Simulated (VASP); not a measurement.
Input of a VASP 6.6.1 run:

Contents of INCAR:

```
PREC     = Accurate       # precision mode
ENCUT    = 520            # plane-wave cutoff, eV
EDIFF    = 1E-6           # SCF threshold, eV
ISMEAR   = -1             # smearing method
SIGMA    = 0.06122561905347299 # smearing width, eV
LREAL    = F              # projectors in reciprocal space
LASPH    = T              # aspherical terms in the spheres
NELM     = 60             # most SCF steps
ALGO     = Normal         # electronic algorithm
ISIF     = 2              # what is computed and relaxed
LWAVE    = F              # write WAVECAR
LCHARG   = T              # write CHGCAR
GGA      = PE             # functional
LELF     = T              # ELF
LVHAR    = T            
NBANDS   = 20             # bands
```

File KPOINTS:

```
Automatic mesh
0
Gamma
  11 11 11
```

Contents of POSCAR:

```
Nb
1.0
    0.0000000000      2.9946725450      2.9946725450
    2.9946725450      0.0000000000      2.9946725450
    2.9946725450      2.9946725450      0.0000000000
Nb
2
Direct
    0.0000000000      0.0000000000      0.0000000000
    0.2500000000      0.2500000000      0.2500000000
```

Potentials or basis: VASP PAW PBE potentials, release 64 (Nb_sv).

Command:

```sh
$ cat potpaw_PBE.64/Nb_sv/POTCAR > POTCAR
$ mpirun -np 1 vasp_std > vasp.out
```

**Question.** Predict the band gap on the k mesh.

**Answer.** Zero (band 13 reaches 6.59 eV, above the bottom of band 14 at 5.66 eV).

**Question.** Predict the pressure.

**Answer.** -2.5 GPa.
